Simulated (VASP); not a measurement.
Zr2TiO6: single point with PBE

The system is Zr2TiO6.

```xyz
9
Lattice="0.0000 3.1908 0.0000 -0.1816 0.0000 4.8936 7.4701 -1.5954 -0.0001" Properties=species:S:1:pos:R:3 pbc="T T T"
Zr    4.9982    0.0000    4.8142
Zr    2.2903    1.5954    0.0794
Ti   -0.0908    3.1908    2.4468
O     6.4695    0.0000    3.3239
O     4.0041    1.5954    3.9402
O     1.2432    0.0000    3.8672
O     6.0453    1.5954    1.0264
O     3.2844    0.0000    0.9533
O     0.8190    1.5954    1.5696
```

```json
{"Program": "VASP 6.6.1", "Task": "single point", "Functional": "PBE", "Potentials or basis": "VASP PAW PBE potentials, release 64 (Zr_sv, Ti_sv, O)", "Cutoff": "600 eV", "k mesh": "4 × 4 × 4", "Occupations": "gaussian, width 0.1 eV", "Spin": "no spin polarisation"}
```

The pressure is 0.2 GPa and the largest force is 0.040 eV/Å. The band gap on the k mesh is 2.35 eV (least direct gap 2.46 eV).

Forces on the atoms (eV/Å):
```
Zr   0.040  0.000  0.000
Zr  -0.040  0.000  0.000
Ti   0.000  0.000  0.000
O   -0.018  0.000  0.016
O   -0.016  0.000 -0.016
O    0.015  0.000  0.011
O   -0.015  0.000 -0.011
O    0.016  0.000  0.016
O    0.018  0.000 -0.016
```

Stress tensor (GPa, compression positive):
```
0.21 0.00 0.08
0.00 0.44 0.00
0.08 0.00 0.04
```

Levels at points of the mesh, in eV from the valence-band top:
```
           k point  band 33  band 34  band 35  band 36  band 37  band 38  band 39  band 40
(0.00, 0.00, 0.00)    -0.54    -0.54    -0.29    -0.03     2.46     2.88     3.16     4.01
(0.50, 0.00, 0.00)    -1.20    -1.07    -0.83    -0.60     2.65     2.79     3.17     4.71
(0.00, 0.50, 0.00)    -0.94    -0.86    -0.71    -0.60     2.35     2.94     3.49     3.99
(0.50, 0.50, 0.00)    -0.95    -0.69    -0.57    -0.36     2.56     2.74     3.20     4.74
(0.00, 0.00, 0.50)    -0.93    -0.82    -0.42    -0.05     2.45     2.93     3.02     3.96
(0.00, 0.50, 0.50)    -0.67    -0.66    -0.57    -0.23     2.49     2.90     3.49     3.72
```

Wall time 3.9 min on 1 thread of Oxide Virtual Turin-like Processor (shared host), peak memory 0.3 GiB.

Caveat: the k points lie up to 0.50 Å⁻¹ apart. A k mesh can miss the band edges.
